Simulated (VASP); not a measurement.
# AlCo (P4/mmm) in VASP: notebook

The runs below take AlCo through single point, with PBEsol.

All numbers are computed with VASP 6.6.1; they aren't measurements. Logs are shortened: lines on timing, memory, paths and dates and some standing lists are left out, and cuts for length are marked.

**1. The cell of the first run**

Symmetry: P4/mmm, No. 123, tetragonal system. The conventional cell has a = 2.830 Å, b = 2.830 Å, c = 2.794 Å, α = 90.00°, β = 90.00°, γ = 90.00°. Within 3.2 Å of Al (site symmetry 4/mmm) lie 8 Co at 2.44 Å and 6 Al at 2.79 to 2.83 Å. Within 3.2 Å of Co (site symmetry 4/mmm) lie 8 Al at 2.44 Å and 6 Co at 2.79 to 2.83 Å.

**2. Single point, PBEsol (uniaxial strain along a: -1.0 %, then relaxed in part)**

INCAR

```
SYSTEM = AlCo
PREC = Accurate
ENCUT = 520
EDIFF = 1E-6
ISMEAR = 0
SIGMA = 0.1
LREAL = .FALSE.
LASPH = .TRUE.
NELM = 100
ALGO = Fast
ISIF = 2
LWAVE = .FALSE.
LCHARG = .FALSE.
GGA = PS
NBANDS = 13
```

KPOINTS

```
regular mesh
0
G
  18 18 18
  0 0 0
```

POSCAR

```
AlCo
1.0
    2.7943596803      0.0000000000      0.0000000000
    0.0000000000      2.8304708674      0.0000000000
    0.0000000000      0.0000000000      2.8304708674
Al Co
1 1
Direct
    0.0000000000      0.0000000000      0.0000000000
    0.5000000000      0.5000000000      0.5000000000
```

Potentials or basis: VASP PAW PBE potentials, release 64 (Al, Co).

Started as:

```sh
$ cat potpaw_PBE.64/Al/POTCAR potpaw_PBE.64/Co/POTCAR > POTCAR
$ mpirun -np 1 vasp_std > vasp.out
```

OUTCAR:

```text
SYSTEM = AlCo
   PREC = Accurate
   ENCUT = 520
   EDIFF = 1E-6
   ISMEAR = 0
   LREAL = .FALSE.
   LASPH = .TRUE.
   NELM = 100
   ISIF = 2
   GGA = PS

 ion  position               nearest neighbor table
   1  0.000  0.000  0.000-   2 2.44   2 2.44   2 2.44   2 2.44   2 2.44   2 2.44   2 2.44   2 2.44

   2  0.500  0.500  0.500-   1 2.44   1 2.44   1 2.44   1 2.44   1 2.44   1 2.44   1 2.44   1 2.44

  LATTYP: Found a simple tetragonal cell.
 ALAT       =     2.8304708674
 C/A-ratio  =     0.9872419859

  Lattice vectors:

 A1 = (   0.0000000000,   2.8304708674,   0.0000000000)
 A2 = (   0.0000000000,   0.0000000000,   2.8304708674)
 A3 = (   2.7943596803,   0.0000000000,   0.0000000000)

Analysis of symmetry for initial positions (statically):
=====================================================================
 Subroutine PRICEL returns:
 Original cell was already a primitive cell.

 Routine SETGRP: Setting up the symmetry group for a
 simple tetragonal supercell.

 Subroutine GETGRP returns: Found 16 space group operations
 (whereof 16 operations were pure point group operations)
 out of a pool of 16 trial point group operations.

The static configuration has the point symmetry D_4h.

Analysis of symmetry for dynamics (positions and initial velocities):
=====================================================================
 Subroutine PRICEL returns:
 Original cell was already a primitive cell.

 Routine SETGRP: Setting up the symmetry group for a
 simple tetragonal supercell.

 Subroutine GETGRP returns: Found 16 space group operations
 (whereof 16 operations were pure point group operations)
 out of a pool of 16 trial point group operations.

The dynamic configuration has the point symmetry D_4h.

 Subroutine INISYM returns: Found 16 space group operations
 (whereof 16 operations are pure point group operations),
 and found     1 'primitive' translations

----------------------------------------------------------------------------------------

                                     Primitive cell

  volume of cell :      22.3872

  direct lattice vectors                    reciprocal lattice vectors
     2.794359680  0.000000000  0.000000000     0.357863738  0.000000000  0.000000000
     0.000000000  2.830470867  0.000000000     0.000000000  0.353298107  0.000000000
     0.000000000  0.000000000  2.830470867     0.000000000  0.000000000  0.353298107

  length of vectors
     2.794359680  2.830470867  2.830470867     0.357863738  0.353298107  0.353298107

  position of ions in fractional coordinates (direct lattice)
     0.000000000  0.000000000  0.000000000
     0.500000000  0.500000000  0.500000000

[... 91 lines left out ...]
   ISMEAR =     0;   SIGMA  =   0.10  broadening in eV -4-tet -1-fermi 0-gaus
   EFERMI_NEDOS =   21; number of points for ismear=-14 and -15
   IALGO  =     68    algorithm
   IMIX   =      4    mixing-type and parameters
     AMIX     =   0.40;   BMIX     =  1.00
     AMIX_MAG =   1.60;   BMIX_MAG =  1.00
  volume/ion in A,a.u.               =      11.19        75.54
  Fermi-wavevector in a.u.,A,eV,Ry     =   1.329848  2.513048 24.061846  1.768496
  Thomas-Fermi vector in A             =   2.458979
   LORBIT       =      0    0 simple, 1 ext, 2 COOP (PROOUT), +10 PAW based schemes
   GGA     = PS    functional components
   LHFCALC =     F    Hartree Fock is set to
   AEXX    =    0.0000 exact exchange contribution
   IVDW    =     0    specifies the selected vdW correction
   LEPSILON=     F    determine dielectric tensor
   LRPA    =     F    only Hartree local field effects (RPA)
 non-spin polarized calculation
 RMM-DIIS sequential band-by-band and
 Gauss-broadening in eV      SIGMA  =   0.10
  energy-cutoff  :      520.00
  volume of cell :       22.39
 maximum number of plane-waves:       624
 NGX is ok and might be reduce to    24
   NGX = 11   NGY = 11   NGZ = 11

 number of electron      11.9999997 magnetization

 Free energy of the ion-electron system (eV)
  ---------------------------------------------------
  ext. energy  EPLUGINS =         0.00000000
  ---------------------------------------------------
  free energy    TOTEN  =       -13.08176413 eV

  energy without entropy =      -13.07830935  energy(sigma->0) =      -13.08003674

 E-fermi :  10.8855     XC(G=0): -12.5492

 val. band max:       10.8774664938   @ k =   0.3889   0.4444   0.0000
 cond. band min:      10.8915752280   @ k =   0.0556   0.5000   0.3333
 fundamental gap:      0.0141087342
 Fermi energy:        10.8855046128

 k-point     1 :       0.0000    0.0000    0.0000
  band No.  band energies     occupation
      1      -0.3964      2.00000
      2       7.7480      2.00000
      3       7.7741      2.00000
      4      10.0046      2.00000
      5      10.0592      2.00000
      6      10.0592      2.00000
      7      16.8733      0.00000
      8      16.8733      0.00000
      9      17.3552      0.00000
     10      19.7451      0.00000
     11      19.8297      0.00000
     12      26.7014      0.00000
     13      32.7592      0.00000
[... 354 lines left out ...]
  band No.  band energies     occupation
      1       0.3815      2.00000
      2       7.7662      2.00000
      3       7.8923      2.00000
      4       9.6263      2.00000
      5       9.7858      2.00000
      6       9.9261      2.00000
      7      14.3483      0.00000
      8      15.8784      0.00000
      9      17.9301      0.00000
     10      20.6397      0.00000
     11      23.4330      0.00000
     12      27.4904      0.00000
     13      29.0802      0.00000

 [... further k-points ...]

------------------------ aborting loop because EDIFF is reached ----------------------------------------

  FORCE on cell =-STRESS in cart. coord.  units (eV):
  Direction    XX          YY          ZZ          XY          YZ          ZX
  --------------------------------------------------------------------------------------
  -------------------------------------------------------------------------------------
  Total        0.3132774     -0.0545256     -0.0545256      0.0000000      0.0000000      0.0000000
  in kB       22.4202231     -3.9022173     -3.9022173      0.0000000      0.0000000      0.0000000
  external PRESSURE =       4.8719295 kB  Pullay stress =       0.0000000 kB

 VOLUME and BASIS-vectors are now :
 -----------------------------------------------------------------------------
  energy-cutoff  :      520.00
  volume of cell :       22.39
      direct lattice vectors                 reciprocal lattice vectors
     2.794359680  0.000000000  0.000000000     0.357863738  0.000000000  0.000000000
     0.000000000  2.830470867  0.000000000     0.000000000  0.353298107  0.000000000
     0.000000000  0.000000000  2.830470867     0.000000000  0.000000000  0.353298107

 POSITION                                       TOTAL-FORCE (eV/Angst)
 -----------------------------------------------------------------------------------
      0.00000      0.00000      0.00000         0.000000      0.000000      0.000000
      1.39718      1.41524      1.41524         0.000000      0.000000      0.000000
 -----------------------------------------------------------------------------------
    total drift:                                0.000000     -0.000000     -0.000000

  FREE ENERGIE OF THE ION-ELECTRON SYSTEM (eV)
  ---------------------------------------------------
  free  energy   TOTEN  =       -13.0817641324 eV

  energy  without entropy=      -13.0783093521  energy(sigma->0) =      -13.08003674
```

stdout:

```text
POSCAR found type information on POSCAR AlCo
 POSCAR found :  2 types and       2 ions
 scaLAPACK will be used
 -----------------------------------------------------------------------------
|                                                                             |
|                                                                             |
|     You enforced a specific xc type in the INCAR file but a different       |
|     I HOPE YOU KNOW WHAT YOU ARE DOING!                                     |
|                                                                             |
 -----------------------------------------------------------------------------

 LDA part: xc-table for (Slater+PW92), standard interpolation
 POSCAR, INCAR and KPOINTS ok, starting setup
 FFT: planning ... GRIDC
 FFT: planning ... GRID_SOFT
 FFT: planning ... GRID
 WAVECAR not read
 entering main loop
WARNING in EDDRMM: call to ZHEGV failed, returncode =   8  4     13
WARNING in EDDRMM: call to ZHEGV failed, returncode =   8  4     13
WARNING in EDDRMM: call to ZHEGV failed, returncode =   6  3     12
```

Wall time 53 s (1 thread of Intel Xeon 6975P-C (Granite Rapids), shared host); peak memory 0.27 GiB.

Results:

```
Free energy            : -13.0818 eV
Pressure               : 0.5 GPa
Band gap on the k mesh : zero (band 6 reaches 13.25 eV, above the bottom of band 7 at 10.60 eV)
```

Caveat: the cell differs from its parent crystal (uniaxial strain along a: -1.0 %, then relaxed in part); the PAW data sets were made with another functional, which shifts forces and pressure a little. Spin polarisation is off, so any magnetic state and its effect on volume and gap are missing.

**3. Single point, PBEsol (uniaxial strain along a: -1.0 %)**

INCAR is that of step 2.

KPOINTS

```
Automatic mesh
0
G
  18 18 18
  0 0 0
```

POSCAR

```
AlCo
1.0
    2.7943596803      0.0000000000      0.0000000000
    0.0000000000      2.8296419995      0.0000000000
    0.0000000000      0.0000000000      2.8296419995
Al Co
1 1
Direct
    0.0000000000      0.0000000000      0.0000000000
    0.5000000000      0.5000000000      0.5000000000
```

Potentials or basis: VASP PAW PBE potentials, release 64 (Al, Co).

Started as:

```sh
$ cat potpaw_PBE.64/Al/POTCAR potpaw_PBE.64/Co/POTCAR > POTCAR
$ mpirun -np 1 vasp_std > vasp.out
```

Wall time 50 s (1 thread of Intel Xeon 6975P-C (Granite Rapids), shared host); peak memory 0.28 GiB.

The run converged. Its results:

| Quantity | Value |
| --- | --- |
| Free energy | -13.0818 eV |
| Pressure | 0.6 GPa |
| Band gap on the k mesh | zero (band 6 reaches 13.26 eV, above the bottom of band 7 at 10.61 eV) |

Stress tensor (GPa, compression positive):
```
 2.33  0.00  0.00
 0.00 -0.25  0.00
 0.00  0.00 -0.25
```

Levels at points of the mesh, in eV from the Fermi level:
```csv
k point,band 2,band 3,band 4,band 5,band 6,band 7,band 8,band 9,band 10,band 11
"(0.00, 0.00, 0.00)",-3.14,-3.11,-0.88,-0.83,-0.83,5.99,5.99,6.47,8.86,8.95
"(0.50, 0.00, 0.00)",-6.77,-2.49,-1.79,-1.79,-0.75,0.27,8.48,10.67,10.67,12.02
"(0.00, 0.50, 0.00)",-6.81,-2.51,-1.80,-1.70,-0.71,0.15,8.47,10.63,11.07,11.88
"(0.50, 0.50, 0.00)",-3.20,-2.74,-2.66,-1.58,-1.57,-0.24,2.56,3.76,13.06,16.01
"(0.00, 0.50, 0.50)",-3.22,-2.79,-2.79,-1.50,-1.50,-0.28,2.43,3.63,13.39,16.36
"(0.50, 0.50, 0.50)",-4.07,-4.07,-0.24,-0.19,2.36,2.36,2.42,4.48,5.47,5.62
```

Caveat: the cell differs from its parent crystal (uniaxial strain along a: -1.0 %); the PAW data sets were made with another functional, which shifts forces and pressure a little.

**4. Single point, PBEsol (uniaxial strain along a: +1.0 %, then relaxed in part)**

INCAR

```
SYSTEM = AlCo
PREC     = Accurate       ! precision mode
ENCUT    = 520            ! plane-wave cutoff, eV
EDIFF    = 1E-6           ! SCF threshold, eV
ISMEAR   = 0              ! smearing method
SIGMA    = 0.1            ! smearing width, eV
LREAL    = .FALSE.        ! projectors in reciprocal space
LASPH    = .TRUE.         ! aspherical terms in the spheres
NELM     = 100            ! most SCF steps
ALGO     = Fast           ! electronic algorithm
ISIF     = 2              ! what is computed and relaxed
LWAVE    = .FALSE.        ! write WAVECAR
LCHARG   = .FALSE.        ! write CHGCAR
GGA      = PS             ! functional
NBANDS   = 13             ! bands
```

KPOINTS

```
regular mesh
0
G
  18 18 18
  0 0 0
```

POSCAR

```
AlCo
1.0
    2.8508113911      0.0000000000      0.0000000000
    0.0000000000      2.8141831091      0.0000000000
    0.0000000000      0.0000000000      2.8141831091
Al Co
1 1
Direct
    0.0000000000      0.0000000000      0.0000000000
    0.5000000000      0.5000000000      0.5000000000
```

Started as:

```sh
$ cat potpaw_PBE.64/Al/POTCAR potpaw_PBE.64/Co/POTCAR > POTCAR
$ mpirun -np 1 vasp_std > vasp.out
```

Wall time 50 s (1 thread of Intel Xeon 6975P-C (Granite Rapids), shared host); peak memory 0.28 GiB.

Results (log left out):

| Property | Result |
| --- | --- |
| Free energy | -13.0820 eV |
| Pressure | -1.1 GPa |
| Band gap on the k mesh | zero (band 6 reaches 13.12 eV, above the bottom of band 7 at 10.50 eV) |

Stress tensor (GPa, compression positive):
```
-2.64  0.00  0.00
 0.00 -0.37  0.00
 0.00  0.00 -0.37
```

Levels at points of the mesh, in eV from the Fermi level:
```tsv
k point	band 3	band 4	band 5	band 6	band 7	band 8	band 9	band 10
(0.00, 0.00, 0.00)	-3.07	-0.85	-0.85	-0.80	5.79	6.27	6.27	8.82
(0.50, 0.00, 0.00)	-2.49	-1.71	-1.71	-0.69	0.11	8.47	10.86	10.86
(0.00, 0.50, 0.00)	-2.46	-1.80	-1.70	-0.73	0.23	8.46	10.46	10.90
(0.50, 0.50, 0.00)	-2.77	-2.69	-1.51	-1.50	-0.26	2.45	3.62	13.18
(0.00, 0.50, 0.50)	-2.64	-2.64	-1.58	-1.58	-0.22	2.57	3.75	12.85
(0.50, 0.50, 0.50)	-4.02	-0.24	-0.18	2.35	2.40	2.40	4.39	5.47
```

Caveat: the cell differs from its parent crystal (uniaxial strain along a: +1.0 %, then relaxed in part); the PAW data sets were made with another functional, which shifts forces and pressure a little. Spin polarisation is off, so any magnetic state and its effect on volume and gap are missing.

**5. Single point, PBEsol (uniaxial strain along a: +1.0 %)**

INCAR

```
SYSTEM = AlCo
PREC     = Accurate       ! precision mode
ENCUT    = 520            ! plane-wave cutoff, eV
EDIFF    = 1E-7           ! SCF threshold, eV
ISMEAR   = 0              ! smearing method
SIGMA    = 0.1            ! smearing width, eV
LREAL    = .False.        ! projectors in reciprocal space
LASPH    = .True.         ! aspherical terms in the spheres
NELM     = 100            ! most SCF steps
ALGO     = Fast           ! electronic algorithm
ISIF     = 2              ! what is computed and relaxed
LWAVE    = .False.        ! write WAVECAR
LCHARG   = .False.        ! write CHGCAR
GGA      = PS             ! functional
NBANDS   = 13             ! bands
```

KPOINTS

```
Automatic mesh
0
Gamma
  18 18 18
  0 0 0
```

POSCAR

```
AlCo
1.0
    2.8508113911      0.0000000000      0.0000000000
    0.0000000000      2.8155290719      0.0000000000
    0.0000000000      0.0000000000      2.8155290719
Al Co
1 1
Direct
    0.0000000000      0.0000000000      0.0000000000
    0.5000000000      0.5000000000      0.5000000000
```

Started as:

```sh
$ cat potpaw_PBE.64/Al/POTCAR potpaw_PBE.64/Co/POTCAR > POTCAR
$ mpirun -np 1 vasp_std > vasp.out
```

Wall time 59 s (1 thread of Intel Xeon 6975P-C (Granite Rapids), shared host); peak memory 0.28 GiB.

Results (log left out):

```
Free energy            : -13.0820 eV
Pressure               : -0.9 GPa
Band gap on the k mesh : zero (band 6 reaches 13.10 eV, above the bottom of band 7 at 10.49 eV)
```

Stress tensor (GPa, compression positive):
```
-2.36  0.00  0.00
 0.00 -0.18  0.00
 0.00  0.00 -0.18
```

Levels at points of the mesh, in eV from the Fermi level:
| k point | band 2 | band 3 | band 4 | band 5 | band 6 | band 7 | band 8 | band 9 | band 10 | band 11 |
| --- | --- | --- | --- | --- | --- | --- | --- | --- | --- | --- |
| (0.00, 0.00, 0.00) | -3.09 | -3.07 | -0.85 | -0.85 | -0.80 | 5.80 | 6.26 | 6.26 | 8.82 | 8.91 |
| (0.50, 0.00, 0.00) | -6.77 | -2.48 | -1.71 | -1.71 | -0.69 | 0.11 | 8.47 | 10.85 | 10.85 | 11.97 |
| (0.00, 0.50, 0.00) | -6.73 | -2.46 | -1.80 | -1.70 | -0.73 | 0.23 | 8.46 | 10.47 | 10.89 | 11.74 |
| (0.50, 0.50, 0.00) | -3.17 | -2.77 | -2.69 | -1.51 | -1.50 | -0.26 | 2.45 | 3.62 | 13.16 | 16.10 |
| (0.00, 0.50, 0.50) | -3.15 | -2.64 | -2.64 | -1.57 | -1.57 | -0.22 | 2.57 | 3.74 | 12.85 | 15.85 |
| (0.50, 0.50, 0.50) | -4.02 | -4.02 | -0.24 | -0.19 | 2.35 | 2.40 | 2.40 | 4.39 | 5.47 | 5.47 |

Caveat: the cell differs from its parent crystal (uniaxial strain along a: +1.0 %); the PAW data sets were made with another functional, which shifts forces and pressure a little. Spin polarisation is off, so any magnetic state and its effect on volume and gap are missing.

**6. Summary**

```tsv
cell	further INCAR settings	gap on the mesh (eV)	pressure (GPa)
a = 2.794, b = 2.830, c = 2.830 Å, 2 atoms	ALGO = Fast; EDIFF = 1e-06; NBANDS = 13	none	0.6
a = 2.851, b = 2.814, c = 2.814 Å, 2 atoms	ALGO = Fast; EDIFF = 1e-06; NBANDS = 13	none	-1.1
a = 2.851, b = 2.816, c = 2.816 Å, 2 atoms	ALGO = Fast; EDIFF = 1e-07; NBANDS = 13	none	-0.9
```

Alike in all rows: task single point; level PBEsol; potentials or basis VASP PAW PBE potentials, release 64 (Al, Co); no spin polarisation; k mesh 18 × 18 × 18; cutoff (eV) 520; smearing gaussian 0.1 eV.

Caveats: the PAW data sets were made with another functional, which shifts forces and pressure a little.

Absolute energies hang on the potentials; compare differences alone.
